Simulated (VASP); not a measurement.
# FeGe (P2_13) in VASP: electric field gradients with RPBE

Aim: the electric field gradients of FeGe with RPBE.

All numbers are computed with VASP 6.6.1; they aren't measurements. Logs are shortened: lines on timing, memory, paths and dates and some standing lists are left out, and cuts for length are marked.

**1. The cell of the first run**

It takes space group P2_13 (No. 198, cubic). The conventional cell has a = 4.689 Å, b = 4.689 Å, c = 4.689 Å, α = 90.00°, β = 90.00°, γ = 90.00°. Within 3.1 Å of Fe (site symmetry 3) lie 7 Ge at 2.38 to 2.64 Å and 6 Fe at 2.87 Å. Within 3.1 Å of Ge (site symmetry 3) lie 7 Fe at 2.38 to 2.64 Å and 6 Ge at 2.90 Å.

**2. Electric field gradients, RPBE, collinear spin, ferromagnetic start**

File INCAR:

```
  PREC = Accurate
  ENCUT = 520
  EDIFF = 1E-8
  ISMEAR = -1
  SIGMA = 0.05
  LREAL = F
  LASPH = T
  NELM = 150
  ALGO = Normal
  ISIF = 2
  LWAVE = F
  LCHARG = F
  ISPIN = 2
  MAGMOM = 3 3 3 3 0 0 0 0
  LORBIT = 11
  LMAXMIX = 4
  GGA = RP
  LEFG = T
  NBANDS = 58
```

File KPOINTS:

```
Automatic mesh
0
Gamma
  7 7 7
```

File POSCAR:

```
FeGe
1.0
    4.6890000000      0.0000000000      0.0000000000
    0.0000000000      4.6890000000      0.0000000000
    0.0000000000      0.0000000000      4.6890000000
Fe Ge
4 4
Direct
    0.1350000000      0.1350000000      0.1350000000
    0.3650000000      0.8650000000      0.6350000000
    0.6350000000      0.3650000000      0.8650000000
    0.8650000000      0.6350000000      0.3650000000
    0.8420000000      0.8420000000      0.8420000000
    0.6580000000      0.1580000000      0.3420000000
    0.3420000000      0.6580000000      0.1580000000
    0.1580000000      0.3420000000      0.6580000000
```

Potentials or basis: VASP PAW PBE potentials, release 64 (Fe, Ge_d).

Started as:

```
cat potpaw_PBE.64/Fe/POTCAR potpaw_PBE.64/Ge_d/POTCAR > POTCAR
mpirun -np 1 vasp_std > vasp.out
```

OUTCAR:

```text
PREC = Accurate
   ENCUT = 520
   EDIFF = 1E-8
   ISMEAR = -1
   LREAL = F
   LASPH = T
   NELM = 150
   ISIF = 2
   ISPIN = 2
   LORBIT = 11
   GGA = RP

 ion  position               nearest neighbor table
   1  0.135  0.135  0.135-   5 2.38   8 2.44   7 2.44   6 2.44   7 2.64   8 2.64   6 2.64   2 2.87
                             4 2.87   2 2.87   4 2.87   3 2.87   3 2.87
   2  0.365  0.865  0.635-   6 2.38   7 2.44   5 2.44   8 2.44   7 2.64   8 2.64   5 2.64   1 2.87
                             3 2.87   1 2.87   3 2.87   4 2.87   4 2.87
   3  0.635  0.365  0.865-   7 2.38   6 2.44   5 2.44   8 2.44   8 2.64   6 2.64   5 2.64   4 2.87
                             2 2.87   2 2.87   4 2.87   1 2.87   1 2.87
   4  0.865  0.635  0.365-   8 2.38   5 2.44   7 2.44   6 2.44   6 2.64   5 2.64   7 2.64   3 2.87
                             1 2.87   1 2.87   3 2.87   2 2.87   2 2.87
   5  0.842  0.842  0.842-   1 2.38   4 2.44   3 2.44   2 2.44   3 2.64   4 2.64   2 2.64   6 2.90
                             7 2.90   8 2.90   6 2.90   8 2.90   7 2.90
   6  0.658  0.158  0.342-   2 2.38   3 2.44   1 2.44   4 2.44   3 2.64   4 2.64   1 2.64   8 2.90
                             5 2.90   5 2.90   7 2.90   7 2.90   8 2.90
   7  0.342  0.658  0.158-   3 2.38   2 2.44   1 2.44   4 2.44   4 2.64   2 2.64   1 2.64   8 2.90
                             5 2.90   8 2.90   6 2.90   6 2.90   5 2.90
   8  0.158  0.342  0.658-   4 2.38   1 2.44   3 2.44   2 2.44   2 2.64   1 2.64   3 2.64   7 2.90
                             5 2.90   7 2.90   5 2.90   6 2.90   6 2.90

  LATTYP: Found a simple cubic cell.
 ALAT       =     4.6890000000

  Lattice vectors:

 A1 = (   4.6890000000,   0.0000000000,   0.0000000000)
 A2 = (   0.0000000000,   4.6890000000,   0.0000000000)
 A3 = (   0.0000000000,   0.0000000000,   4.6890000000)

Analysis of symmetry for initial positions (statically):
=====================================================================
 Subroutine PRICEL returns:
 Original cell was already a primitive cell.

 Routine SETGRP: Setting up the symmetry group for a
 simple cubic supercell.

 Subroutine GETGRP returns: Found 12 space group operations
 (whereof  3 operations were pure point group operations)
 out of a pool of 48 trial point group operations.

The static configuration has the point symmetry C_3 .
 The point group associated with its full space group is T   .

Analysis of symmetry for dynamics (positions and initial velocities):
=====================================================================
 Subroutine PRICEL returns:
 Original cell was already a primitive cell.

 Routine SETGRP: Setting up the symmetry group for a
 simple cubic supercell.

 Subroutine GETGRP returns: Found 12 space group operations
 (whereof  3 operations were pure point group operations)
 out of a pool of 48 trial point group operations.

The dynamic configuration has the point symmetry C_3 .
 The point group associated with its full space group is T   .

Analysis of structural, dynamic, and magnetic symmetry:
=====================================================================
 Subroutine PRICEL returns:
 Original cell was already a primitive cell.

 Routine SETGRP: Setting up the symmetry group for a
 simple cubic supercell.

 Subroutine GETGRP returns: Found 12 space group operations
 (whereof  3 operations were pure point group operations)
 out of a pool of 48 trial point group operations.

The overall configuration has the point symmetry C_3 .
 The point group associated with its full space group is T   .

 Subroutine INISYM returns: Found 12 space group operations
 (whereof  3 operations are pure point group operations),
 and found     1 'primitive' translations

----------------------------------------------------------------------------------------

                                     Primitive cell

  volume of cell :     103.0957

  direct lattice vectors                    reciprocal lattice vectors
     4.689000000  0.000000000  0.000000000     0.213265089  0.000000000  0.000000000
     0.000000000  4.689000000  0.000000000     0.000000000  0.213265089  0.000000000
     0.000000000  0.000000000  4.689000000     0.000000000  0.000000000  0.213265089

[... 143 lines left out ...]

 E-fermi :   8.1660     XC(G=0): -12.7764

 val. band max:        8.1609917748   @ k =   0.1429   0.1429   0.0000
 cond. band min:       8.1665347709   @ k =   0.4286   0.1429   0.0000
 fundamental gap:      0.0055429961
 Fermi energy:         8.1659838618

 spin component 1

 k-point     1 :       0.0000    0.0000    0.0000
  band No.  band energies     occupation
      1     -16.5857      1.00000
      2     -16.5857      1.00000
      3     -16.5857      1.00000
      4     -16.5495      1.00000
      5     -16.5495      1.00000
      6     -16.5495      1.00000
[... 1405 lines left out ...]
     55      13.6700      0.00000
     56      14.0116      0.00000
 Fermi energy:         8.1659838618

 spin component 2

 k-point     1 :       0.0000    0.0000    0.0000
  band No.  band energies     occupation
      1     -16.6042      1.00000
      2     -16.6042      1.00000
      3     -16.6042      1.00000
      4     -16.5671      1.00000
      5     -16.5671      1.00000
      6     -16.5671      1.00000
[... 1405 lines left out ...]
     55      13.8507      0.00000
     56      14.0717      0.00000
 [bands above 56 left out]

------------------------ aborting loop because EDIFF is reached ----------------------------------------

  FORCE on cell =-STRESS in cart. coord.  units (eV):
  Direction    XX          YY          ZZ          XY          YZ          ZX
  --------------------------------------------------------------------------------------
  -------------------------------------------------------------------------------------
  Total        1.0036116      1.0036116      1.0036116      0.0000000      0.0000000      0.0000000
  in kB       15.5968026     15.5968026     15.5968026      0.0000000      0.0000000      0.0000000
  external PRESSURE =      15.5968026 kB  Pullay stress =       0.0000000 kB

 VOLUME and BASIS-vectors are now :
 -----------------------------------------------------------------------------
  energy-cutoff  :      520.00
  volume of cell :      103.10
      direct lattice vectors                 reciprocal lattice vectors
     4.689000000  0.000000000  0.000000000     0.213265089  0.000000000  0.000000000
     0.000000000  4.689000000  0.000000000     0.000000000  0.213265089  0.000000000
     0.000000000  0.000000000  4.689000000     0.000000000  0.000000000  0.213265089

 POSITION                                       TOTAL-FORCE (eV/Angst)
 -----------------------------------------------------------------------------------
      0.63301      0.63301      0.63301        -0.001864     -0.001864     -0.001864
      1.71149      4.05599      2.97751         0.001864      0.001864     -0.001864
      2.97751      1.71149      4.05599        -0.001864      0.001864      0.001864
      4.05599      2.97751      1.71149         0.001864     -0.001864      0.001864
      3.94814      3.94814      3.94814        -0.005147     -0.005147     -0.005147
      3.08536      0.74086      1.60364         0.005147      0.005147     -0.005147
      1.60364      3.08536      0.74086        -0.005147      0.005147      0.005147
      0.74086      1.60364      3.08536         0.005147     -0.005147      0.005147
 -----------------------------------------------------------------------------------
    total drift:                               -0.000000      0.000000     -0.000000

  FREE ENERGIE OF THE ION-ELECTRON SYSTEM (eV)
  ---------------------------------------------------
  free  energy   TOTEN  =       -48.1247064806 eV

  energy  without entropy=      -48.0641957756  energy(sigma->0) =      -48.09445113

 Electric field gradients (V/A^2)
---------------------------------------------------------------------
 ion       V_xx      V_yy      V_zz      V_xy      V_xz      V_yz
---------------------------------------------------------------------
   1       0.000    -0.000    -0.000    -5.551    -5.551    -5.551
   2      -0.000     0.000    -0.000    -5.551     5.551     5.551
   3       0.000     0.000    -0.000     5.551     5.551    -5.551
   4       0.000     0.000    -0.000     5.551    -5.551     5.551
   5       0.000    -0.000     0.000   -39.466   -39.466   -39.466
   6       0.000    -0.000     0.000   -39.466    39.466    39.466
   7       0.000    -0.000     0.000    39.466    39.466   -39.466
   8       0.000    -0.000     0.000    39.466   -39.466    39.466
---------------------------------------------------------------------

 Electric field gradients after diagonalization (V/A^2)
 (convention: |V_zz| > |V_xx| > |V_yy|)
----------------------------------------------------------------------
 ion       V_xx      V_yy      V_zz     asymmetry (V_yy - V_xx)/ V_zz
----------------------------------------------------------------------
   1       5.551     5.551   -11.103       0.000
   2       5.551     5.551   -11.103       0.000
   3       5.551     5.551   -11.103       0.000
   4       5.551     5.551   -11.103       0.000
   5      39.466    39.466   -78.932       0.000
   6      39.466    39.466   -78.932       0.000
   7      39.466    39.466   -78.932       0.000
   8      39.466    39.466   -78.932       0.000
----------------------------------------------------------------------

           NMR quadrupolar parameters

 Cq : quadrupolar parameter    Cq=e*Q*V_zz/h
 eta: asymmetry parameters     (V_yy - V_xx)/ V_zz
 Q  : nuclear electric quadrupole moment in mb (millibarn)
----------------------------------------------------------------------
 ion       Cq(MHz)       eta       Q (mb)
----------------------------------------------------------------------
   1      -0.027       0.000       1.000
   2      -0.027       0.000       1.000
   3      -0.027       0.000       1.000
   4      -0.027       0.000       1.000
   5      -0.191       0.000       1.000
   6      -0.191       0.000       1.000
   7      -0.191       0.000       1.000
   8      -0.191       0.000       1.000
----------------------------------------------------------------------

 total charge

# of ion       s       p       d       tot
------------------------------------------
    1        0.373   0.491   6.441   7.305
    2        0.373   0.491   6.441   7.305
    3        0.373   0.491   6.441   7.305
    4        0.373   0.491   6.441   7.305
    5        1.117   1.229  10.114  12.460
    6        1.117   1.229  10.114  12.460
    7        1.117   1.229  10.114  12.460
    8        1.117   1.229  10.114  12.460
--------------------------------------------------
tot          5.959   6.882  66.218  79.060

 magnetization (x)

# of ion       s       p       d       tot
------------------------------------------
    1       -0.001  -0.007   1.226   1.218
    2       -0.001  -0.007   1.226   1.218
    3       -0.001  -0.007   1.226   1.218
    4       -0.001  -0.007   1.226   1.218
    5       -0.012  -0.068  -0.007  -0.088
    6       -0.012  -0.068  -0.007  -0.088
    7       -0.012  -0.068  -0.007  -0.088
    8       -0.012  -0.068  -0.007  -0.088
--------------------------------------------------
tot         -0.053  -0.301   4.876   4.523
```

Run time: 4.7 min. Hardware: 1 thread of Intel Xeon Platinum 8375C at 2.90GHz (Ice Lake), shared host; peak memory 0.37 GiB.

What came out:

* Free energy: -48.1247 eV
* Pressure: 1.6 GPa
* Largest force: 0.009 eV/Å
* Net moment: 4.35 μB per cell
* Site moments: Fe +1.22; Ge -0.09 μB
* Valence electrons inside the program's atomic spheres: Fe 7.30; Ge 12.46

Forces on the atoms (eV/Å):
```
Fe  -0.002 -0.002 -0.002
Fe   0.002  0.002 -0.002
Fe  -0.002  0.002  0.002
Fe   0.002 -0.002  0.002
Ge  -0.005 -0.005 -0.005
Ge   0.005  0.005 -0.005
Ge  -0.005  0.005  0.005
Ge   0.005 -0.005  0.005
```

Levels at points of the mesh, in eV from the Fermi level:
Spin up:
```
           k point  band 42  band 43  band 44  band 45  band 46  band 47  band 48  band 49  band 50  band 51
(0.00, 0.00, 0.00)    -0.91    -0.91    -0.91    -0.37    -0.37    -0.37     1.74     1.74     1.74     2.70
```
Spin down:
| k point | band 38 | band 39 | band 40 | band 41 | band 42 | band 43 | band 44 | band 45 | band 46 | band 47 |
| --- | --- | --- | --- | --- | --- | --- | --- | --- | --- | --- |
| (0.00, 0.00, 0.00) | -1.35 | -1.35 | 0.15 | 0.15 | 0.15 | 0.30 | 0.30 | 1.00 | 1.00 | 1.00 |

Electric field gradients, principal values (V/Å²):
| atom | least | middle | greatest (by size) |
| --- | --- | --- | --- |
| 1 Fe | 5.551 | 5.551 | -11.103 |
| 2 Fe | 5.551 | 5.551 | -11.103 |
| 3 Fe | 5.551 | 5.551 | -11.103 |
| 4 Fe | 5.551 | 5.551 | -11.103 |
| 5 Ge | 39.466 | 39.466 | -78.932 |
| 6 Ge | 39.466 | 39.466 | -78.932 |
| 7 Ge | 39.466 | 39.466 | -78.932 |
| 8 Ge | 39.466 | 39.466 | -78.932 |

Caveat: without QUAD_EFG the Cq values of the log hold for a quadrupole moment of 1 mb, not for the nuclei; the PAW data sets were made with another functional, which shifts forces and pressure a little.
